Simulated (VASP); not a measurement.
ZnS: relaxation of cell and atoms with r2SCAN

ZnS:

```
CELL_PARAMETERS angstrom
3.80622 0.00000 0.00000
-1.90311 3.29628 0.00000
0.00000 0.00000 6.24656
ATOMIC_POSITIONS crystal
Zn 0.33333 0.66667 0.00540
Zn 0.66667 0.33333 0.50540
S 0.33333 0.66667 0.37960
S 0.66667 0.33333 0.87960
```

- Program: VASP 6.6.1
- Task: relaxation of cell and atoms
- Functional: r2SCAN
- Potentials or basis: VASP PAW PBE potentials, release 64 (Zn, S)
- Cutoff: 600 eV
- k mesh: 6 × 6 × 4
- Occupations: gaussian, width 0.01 eV
- Spin: no spin polarisation
- Target pressure: 2 GPa
- Dipole correction: no
- Further INCAR settings: ALGO = Normal; EDIFF = 1e-06; IBRION = 2; EDIFFG = -0.002; NSW = 100; ISIF = 3

```yaml
Relaxed_volume: 19.13 Å³/atom
Relaxed_cell: a = 3.776 Å, b = 3.776 Å, c = 6.197 Å, α = 90.00°, β = 90.00°, γ = 120.00°
Space_group_after_relaxing_to_0.1_Å: P6_3mc (No. 186)
Energy_change_on_relaxing_the_run_minimises_the_enthalpy: +2.6 meV/atom
Ionic_steps: 8
Pressure_after_relaxing: 2.0 GPa
Band_gap_on_the_k_mesh: 2.90 eV
```

Step by step:
```csv
step,energy change (eV),largest force (eV/Å),pressure (GPa),volume (Å³)
1,0.0000,0.0019,0.01,78.37
2,0.0236,0.0109,3.02,75.65
3,0.0116,0.0073,2.15,76.42
4,0.0100,0.0068,1.96,76.55
5,0.0104,0.0069,2.01,76.52
6,0.0104,0.0035,1.99,76.51
7,0.0105,0.0054,1.99,76.51
8,0.0105,0.0016,1.99,76.51
```

Final structure:
```
Zn S
1.0
     3.77577    0.00000    0.00000
    -1.88789    3.26991    0.00000
     0.00000    0.00000    6.19711
Zn S
2 2
Direct
  0.33333 0.66667 0.00553
  0.66667 0.33333 0.50553
  0.33333 0.66667 0.37947
  0.66667 0.33333 0.87947
```

Levels at points of the mesh, in eV from the valence-band top:
| k point | band 14 | band 15 | band 16 | band 17 | band 18 | band 19 | band 20 | band 21 | band 22 |
| --- | --- | --- | --- | --- | --- | --- | --- | --- | --- |
| (0.00, 0.00, 0.00) | -0.96 | -0.96 | -0.09 | 0.00 | 0.00 | 2.90 | 3.67 | 6.78 | 6.78 |
| (0.50, 0.00, 0.00) | -4.28 | -3.48 | -2.40 | -1.80 | -0.95 | 4.02 | 4.84 | 5.43 | 7.35 |
| (0.00, 0.00, 0.50) | -2.96 | -0.50 | -0.50 | -0.50 | -0.50 | 4.18 | 4.18 | 7.25 | 7.25 |
| (0.50, 0.00, 0.50) | -5.08 | -1.75 | -1.75 | -1.73 | -1.73 | 3.96 | 3.96 | 5.64 | 5.64 |

Wall time 7.4 min on 1 thread of AMD EPYC 9R45 96-Core Processor (Zen 5) (shared host), peak memory 0.21 GiB.

Caveat: the cell is relaxed towards a set pressure, so the run minimises the enthalpy, not the energy; the PAW data sets were made with another functional, which shifts forces and pressure a little.
